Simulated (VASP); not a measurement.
# CdF2 (Fm-3m) in VASP: a series of runs

Aim: see how the results for CdF2 move with the level of theory and the settings. Levels: r2SCAN, PBE. Tasks: single point.

Everything below comes from runs of VASP 6.6.1. Logs are shortened: lines on timing, memory, paths and dates and some standing lists are left out, and cuts for length are marked.

## (1) The cell of the first run

It takes space group Fm-3m (No. 225, cubic). The conventional cell has a = 5.442 Å, b = 5.442 Å, c = 5.442 Å, α = 90.00°, β = 90.00°, γ = 90.00°. Within 3.1 Å of Cd (site symmetry m-3m) lie 8 F at 2.36 Å. F (site symmetry -43m) has 4 Cd at 2.36 Å and 6 F at 2.72 Å within 3.1 Å.

## (2) Single point, r2SCAN (volume changed by +3%)

POSCAR reads:

```
CdF2
1.0
    0.0000000000      2.7208544397      2.7208544397
    2.7208544397      0.0000000000      2.7208544397
    2.7208544397      2.7208544397      0.0000000000
Cd F
1 2
Direct
    0.0000000000      0.0000000000      0.0000000000
    0.2500000000      0.2500000000      0.2500000000
    0.7500000000      0.7500000000      0.7500000000
```

INCAR.step1 reads:

```
PREC = Accurate
ENCUT = 520
ISMEAR = 0
SIGMA = 0.01
LREAL = False
LASPH = True
NELM = 60
NBANDS = 20
GGA = PE
ALGO = Normal
EDIFF = 1E-4
LWAVE = True
LCHARG = False
```

INCAR.step2 reads:

```
PREC = Accurate
ENCUT = 520
EDIFF = 1E-6
ISMEAR = 0
SIGMA = 0.01
LREAL = False
LASPH = True
NELM = 60
ALGO = Normal
ISIF = 2
LWAVE = False
LCHARG = False
METAGGA = R2SCAN
LMIXTAU = True
NBANDS = 20
ISTART = 1
```

KPOINTS reads:

```
regular mesh
0
Gamma
  6 6 6
```

Potentials or basis: VASP PAW PBE potentials, release 64 (Cd, F).

Started as:

```console
> cat potpaw_PBE.64/Cd/POTCAR potpaw_PBE.64/F/POTCAR > POTCAR
> cp INCAR.step1 INCAR
> mpirun -np 1 vasp_std > vasp.out
> cp INCAR.step2 INCAR
> mpirun -np 1 vasp_std > vasp.out
```

OUTCAR:

```text
PREC = Accurate
   ENCUT = 520
   EDIFF = 1E-6
   ISMEAR = 0
   LREAL = False
   LASPH = True
   NELM = 60
   ISIF = 2
   METAGGA = R2SCAN
   ISTART = 1

 ion  position               nearest neighbor table
   1  0.000  0.000  0.000-   3 2.36   3 2.36   3 2.36   2 2.36   3 2.36   2 2.36   2 2.36   2 2.36

   2  0.250  0.250  0.250-   1 2.36   1 2.36   1 2.36   1 2.36
   3  0.750  0.750  0.750-   1 2.36   1 2.36   1 2.36   1 2.36

  LATTYP: Found a face centered cubic cell.
 ALAT       =     5.4417088794

  Lattice vectors:

 A1 = (   0.0000000000,   2.7208544397,   2.7208544397)
 A2 = (   2.7208544397,   0.0000000000,   2.7208544397)
 A3 = (   2.7208544397,   2.7208544397,   0.0000000000)

Analysis of symmetry for initial positions (statically):
=====================================================================
 Subroutine PRICEL returns:
 Original cell was already a primitive cell.

 Routine SETGRP: Setting up the symmetry group for a
 face centered cubic supercell.

 Subroutine GETGRP returns: Found 48 space group operations
 (whereof 48 operations were pure point group operations)
 out of a pool of 48 trial point group operations.

The static configuration has the point symmetry O_h .

Analysis of symmetry for dynamics (positions and initial velocities):
=====================================================================
 Subroutine PRICEL returns:
 Original cell was already a primitive cell.

 Routine SETGRP: Setting up the symmetry group for a
 face centered cubic supercell.

 Subroutine GETGRP returns: Found 48 space group operations
 (whereof 48 operations were pure point group operations)
 out of a pool of 48 trial point group operations.

The dynamic configuration has the point symmetry O_h .

 Subroutine INISYM returns: Found 48 space group operations
 (whereof 48 operations are pure point group operations),
 and found     1 'primitive' translations

----------------------------------------------------------------------------------------

                                     Primitive cell

  volume of cell :      40.2852

  direct lattice vectors                    reciprocal lattice vectors
     0.000000000  2.720854440  2.720854440    -0.183765803  0.183765803  0.183765803
     2.720854440  0.000000000  2.720854440     0.183765803 -0.183765803  0.183765803
     2.720854440  2.720854440  0.000000000     0.183765803  0.183765803 -0.183765803

  length of vectors
     3.847869250  3.847869250  3.847869250     0.318291707  0.318291707  0.318291707

  position of ions in fractional coordinates (direct lattice)
     0.000000000  0.000000000  0.000000000
     0.250000000  0.250000000  0.250000000
     0.750000000  0.750000000  0.750000000

  ion indices of the primitive-cell ions
   primitive index   ion index
                 1           1
                 2           2
                 3           3

----------------------------------------------------------------------------------------

 KPOINTS: regular mesh

Automatic generation of k-mesh.
 Grid dimensions read from file:
 generate k-points for:    6    6    6

 Generating k-lattice:

  Cartesian coordinates                     Fractional coordinates (reciprocal lattice)
    -0.030627634  0.030627634  0.030627634     0.166666667  0.000000000  0.000000000
     0.030627634 -0.030627634  0.030627634     0.000000000  0.166666667  0.000000000
     0.030627634  0.030627634 -0.030627634     0.000000000  0.000000000  0.166666667

  Length of vectors
     0.053048618  0.053048618  0.053048618

  Shift w.r.t. Gamma in fractional coordinates (k-lattice)
     0.000000000  0.000000000  0.000000000

 Subroutine IBZKPT returns following result:
 ===========================================

 Found     16 irreducible k-points:

 Following reciprocal coordinates:
            Coordinates               Weight
  0.000000  0.000000  0.000000      1.000000
  0.166667  0.000000  0.000000      8.000000
  0.333333  0.000000  0.000000      8.000000
  0.500000  0.000000  0.000000      4.000000
  0.166667  0.166667  0.000000      6.000000
  0.333333  0.166667  0.000000     24.000000
[... 8 lines left out ...]
 -0.333333  0.333333  0.166667     24.000000
 -0.333333  0.500000  0.166667     12.000000
   k-points           NKPTS =     16   k-points in BZ     NKDIM =     16   number of bands    NBANDS=     20
   number of dos      NEDOS =    301   number of ions     NIONS =      3
   total plane-waves  NPLWV =  27000
   dimension x,y,z NGX =    30 NGY =   30 NGZ =   30
   dimension x,y,z NGXF=    60 NGYF=   60 NGZF=   60
   ions per type =               1   2
   NGX,Y,Z   is equivalent  to a cutoff of  12.96, 12.96, 12.96 a.u.
   NGXF,Y,Z  is equivalent  to a cutoff of  25.92, 25.92, 25.92 a.u.
 SYSTEM =  unknown system
   PREC   = accura    normal or accurate (medium, high low for compatibility)
   ISTART =      1    job   : 0-new  1-cont  2-samecut
   ICHARG =      0    charge: 1-file 2-atom 10-const
   ISPIN  =      1    spin polarized calculation?
   LNONCOLLINEAR =      F non collinear calculations
   LSORBIT =      F    spin-orbit coupling
   LASPH  =      T    aspherical Exc in radial PAW
   ENCUT  =  520.0 eV  38.22 Ry    6.18 a.u.   7.15  7.15  7.15*2*pi/ulx,y,z
   NELM   =     60;   NELMIN=  2; NELMDL=  0     # of ELM steps
   EDIFF  = 0.1E-05   stopping-criterion for ELM
   LREAL  =      F    real-space projection
   EDIFFG = 0.1E-04   stopping-criterion for IOM
   NSW    =      0    number of steps for IOM
   IBRION =     -1    ionic relax: 0-MD 1-quasi-New 2-CG
   NFREE  =      0    steps in history (QN), initial steepest desc. (CG)
   ISIF   =      2    stress and relaxation
   ISYM   =      2    0-nonsym 1-usesym 2-fastsym
   POTIM  = 0.5000    time-step for ionic-motion
   TEBEG  =    0.0;   TEEND  =   0.0 temperature during run
   PSTRESS=    0.0 pullay stress
   NELECT =      26.0000    total number of electrons
   NUPDOWN=      -1.0000    fix difference up-down
   EMIN   =  10.00;   EMAX   =-10.00  energy-range for DOS
   EFERMI =   0.00;   METHOD = LEGACY
   ISMEAR =     0;   SIGMA  =   0.01  broadening in eV -4-tet -1-fermi 0-gaus
   EFERMI_NEDOS =   21; number of points for ismear=-14 and -15
   IALGO  =     38    algorithm
   IMIX   =      4    mixing-type and parameters
     AMIX     =   0.40;   BMIX     =  1.00
     AMIX_MAG =   1.60;   BMIX_MAG =  1.00
  volume/ion in A,a.u.               =      13.43        90.62
  Fermi-wavevector in a.u.,A,eV,Ry     =   1.414764  2.673516 27.232835  2.001557
  Thomas-Fermi vector in A             =   2.536272
   LORBIT       =      0    0 simple, 1 ext, 2 COOP (PROOUT), +10 PAW based schemes
   METAGGA = R2SCAN    functional components
   LHFCALC =     F    Hartree Fock is set to
   AEXX    =    0.0000 exact exchange contribution
   IVDW    =     0    specifies the selected vdW correction
   LEPSILON=     F    determine dielectric tensor
   LRPA    =     F    only Hartree local field effects (RPA)
 non-spin polarized calculation
 Gauss-broadening in eV      SIGMA  =   0.01
  energy-cutoff  :      520.00
  volume of cell :       40.29
 maximum number of plane-waves:      1106
 NGX is ok and might be reduce to    30
   NGX = 15   NGY = 15   NGZ = 15

 number of electron      25.9999985 magnetization

 Free energy of the ion-electron system (eV)
  ---------------------------------------------------
  ext. energy  EPLUGINS =         0.00000000
  ---------------------------------------------------
  free energy    TOTEN  =       -33.71646702 eV

  energy without entropy =      -33.71646702  energy(sigma->0) =      -33.71646702

 E-fermi :  -2.0494     XC(G=0): -10.8761

 val. band max:       -2.1041833242   @ k =  -0.3333   0.5000   0.1667
 cond. band min:       1.5573973532   @ k =   0.0000   0.0000   0.0000
 fundamental gap:      3.6615806774
 Fermi energy:        -2.0494294894

 k-point     1 :       0.0000    0.0000    0.0000
  band No.  band energies     occupation
      1     -23.8620      2.00000
      2     -22.8739      2.00000
      3      -7.6301      2.00000
      4      -7.6301      2.00000
      5      -7.6301      2.00000
      6      -6.5238      2.00000
[... 12 lines left out ...]
     19      18.5460      0.00000
     20      18.5460      0.00000

 k-point     2 :       0.1667    0.0000    0.0000
  band No.  band energies     occupation
      1     -23.7859      2.00000
      2     -22.9424      2.00000
      3      -7.5363      2.00000
      4      -7.5363      2.00000
      5      -7.3595      2.00000
      6      -6.5473      2.00000
[... 12 lines left out ...]
     19      17.8803      0.00000
     20      17.8803      0.00000

 k-point     3 :       0.3333    0.0000    0.0000
  band No.  band energies     occupation
      1     -23.5916      2.00000
      2     -23.1178      2.00000
      3      -7.3715      2.00000
      4      -7.3715      2.00000
      5      -6.7123      2.00000
      6      -6.5271      2.00000
[... 12 lines left out ...]
     19      17.0125      0.00000
     20      17.6543      0.00000

 k-point     4 :       0.5000    0.0000    0.0000
  band No.  band energies     occupation
      1     -23.3791      2.00000
      2     -23.3181      2.00000
      3      -7.3145      2.00000
      4      -7.3145      2.00000
      5      -6.4601      2.00000
      6      -6.4601      2.00000
[... 12 lines left out ...]
     19      16.6530      0.00000
     20      17.1314      0.00000

 k-point     5 :       0.1667    0.1667    0.0000
  band No.  band energies     occupation
      1     -23.7639      2.00000
      2     -22.9595      2.00000
      3      -7.4834      2.00000
      4      -7.4834      2.00000
      5      -7.2978      2.00000
      6      -6.6530      2.00000
[... 12 lines left out ...]
     19      18.7015      0.00000
     20      18.8475      0.00000
[... 169 lines left out ...]
      6      -6.4230      2.00000
[... 12 lines left out ...]
     19      18.1010      0.00000
     20      20.3628      0.00000

 k-point    14 :       0.5000    0.3333    0.1667
  band No.  band energies     occupation
      1     -23.4885      2.00000
      2     -23.1949      2.00000
      3      -7.1832      2.00000
      4      -7.0657      2.00000
      5      -6.8223      2.00000
      6      -6.5234      2.00000
[... 12 lines left out ...]
     19      17.9116      0.00000
     20      20.1649      0.00000

 k-point    15 :      -0.3333    0.3333    0.1667
  band No.  band energies     occupation
      1     -23.3436      2.00000
      2     -23.3284      2.00000
      3      -7.1298      2.00000
      4      -6.9692      2.00000
      5      -6.6383      2.00000
      6      -6.5822      2.00000
[... 12 lines left out ...]
     19      17.4443      0.00000
     20      20.6611      0.00000

 k-point    16 :      -0.3333    0.5000    0.1667
  band No.  band energies     occupation
      1     -23.3919      2.00000
      2     -23.2699      2.00000
      3      -7.1777      2.00000
      4      -6.7464      2.00000
      5      -6.6867      2.00000
      6      -6.6056      2.00000
[... 12 lines left out ...]
     19      18.7816      0.00000
     20      19.4412      0.00000

------------------------ aborting loop because EDIFF is reached ----------------------------------------

  FORCE on cell =-STRESS in cart. coord.  units (eV):
  Direction    XX          YY          ZZ          XY          YZ          ZX
  --------------------------------------------------------------------------------------
  -------------------------------------------------------------------------------------
  Total       -0.5735626     -0.5735626     -0.5735626      0.0000000      0.0000000      0.0000000
  in kB      -22.8110601    -22.8110601    -22.8110601      0.0000000      0.0000000      0.0000000
  external PRESSURE =     -22.8110601 kB  Pullay stress =       0.0000000 kB

 VOLUME and BASIS-vectors are now :
 -----------------------------------------------------------------------------
  energy-cutoff  :      520.00
  volume of cell :       40.29
      direct lattice vectors                 reciprocal lattice vectors
     0.000000000  2.720854440  2.720854440    -0.183765803  0.183765803  0.183765803
     2.720854440  0.000000000  2.720854440     0.183765803 -0.183765803  0.183765803
     2.720854440  2.720854440  0.000000000     0.183765803  0.183765803 -0.183765803

 POSITION                                       TOTAL-FORCE (eV/Angst)
 -----------------------------------------------------------------------------------
      0.00000      0.00000      0.00000         0.000000      0.000000      0.000000
      1.36043      1.36043      1.36043        -0.000000     -0.000000      0.000000
      4.08128      4.08128      4.08128         0.000000      0.000000     -0.000000
 -----------------------------------------------------------------------------------
    total drift:                                0.000000     -0.000000      0.000000

  FREE ENERGIE OF THE ION-ELECTRON SYSTEM (eV)
  ---------------------------------------------------
  free  energy   TOTEN  =       -33.7164670188 eV

  energy  without entropy=      -33.7164670188  energy(sigma->0) =      -33.71646702
```

Wall time 37 s (1 thread of Intel Xeon Platinum 8488C (Sapphire Rapids), shared host); peak memory 0.17 GiB.

Results:

* Free energy: -33.7165 eV
* Pressure: -2.3 GPa
* Band gap on the k mesh: 3.66 eV, indirect (least direct gap 4.18 eV)

Caveat: the PAW data sets were made with another functional, which shifts forces and pressure a little. A k mesh can miss the band edges.

## (3) Single point, r2SCAN (volume changed by +6%)

POSCAR reads:

```
CdF2
1.0
    0.0000000000      2.7470181066      2.7470181066
    2.7470181066      0.0000000000      2.7470181066
    2.7470181066      2.7470181066      0.0000000000
Cd F
1 2
Direct
    0.0000000000      0.0000000000      0.0000000000
    0.2500000000      0.2500000000      0.2500000000
    0.7500000000      0.7500000000      0.7500000000
```

INCAR.step1 reads:

```
SYSTEM = CdF2
  PREC = Accurate
  ENCUT = 520
  ISMEAR = 0
  SIGMA = 0.01
  LREAL = .False.
  LASPH = .True.
  NELM = 60
  NBANDS = 20
  GGA = PE
  ALGO = Normal
  EDIFF = 1E-4
  LWAVE = .True.
  LCHARG = .False.
```

INCAR.step2 reads:

```
SYSTEM = CdF2
  PREC = Accurate
  ENCUT = 520
  EDIFF = 1E-7
  ISMEAR = 0
  SIGMA = 0.01
  LREAL = .False.
  LASPH = .True.
  NELM = 60
  ALGO = Normal
  ISIF = 2
  LWAVE = .False.
  LCHARG = .False.
  METAGGA = R2SCAN
  LMIXTAU = .True.
  NBANDS = 20
  ISTART = 1
```

KPOINTS reads:

```
regular mesh
0
Gamma
  6 6 6
  0 0 0
```

Potentials or basis: VASP PAW PBE potentials, release 64 (Cd, F).

Started as:

```console
> cat potpaw_PBE.64/Cd/POTCAR potpaw_PBE.64/F/POTCAR > POTCAR
> cp INCAR.step1 INCAR
> mpirun -np 1 vasp_std > vasp.out
> cp INCAR.step2 INCAR
> mpirun -np 1 vasp_std > vasp.out
```

Wall time 46 s (1 thread of Intel Xeon Platinum 8488C (Sapphire Rapids), shared host); peak memory 0.17 GiB.

It converged, with:

```yaml
Free_energy: -33.6918 eV
Pressure: -5.0 GPa
Band_gap_on_the_k_mesh: 3.56 eV, indirect (least direct gap 4.11 eV)
```

Levels at points of the mesh, in eV from the valence-band top:
```csv
k point,band 9,band 10,band 11,band 12,band 13,band 14,band 15,band 16,band 17,band 18
"(0.00, 0.00, 0.00)",-0.83,-0.83,-0.56,-0.56,-0.56,3.56,13.32,13.32,13.32,17.39
"(0.50, 0.00, 0.00)",-2.02,-1.62,-1.62,-0.42,-0.42,7.54,9.51,15.07,15.07,18.54
"(0.50, 0.50, 0.00)",-2.65,-2.65,-0.39,-0.07,-0.07,8.39,10.22,12.06,14.77,14.77
```

Caveat: the PAW data sets were made with another functional, which shifts forces and pressure a little. A k mesh can miss the band edges.

(Part 1 of 2 ends here.)
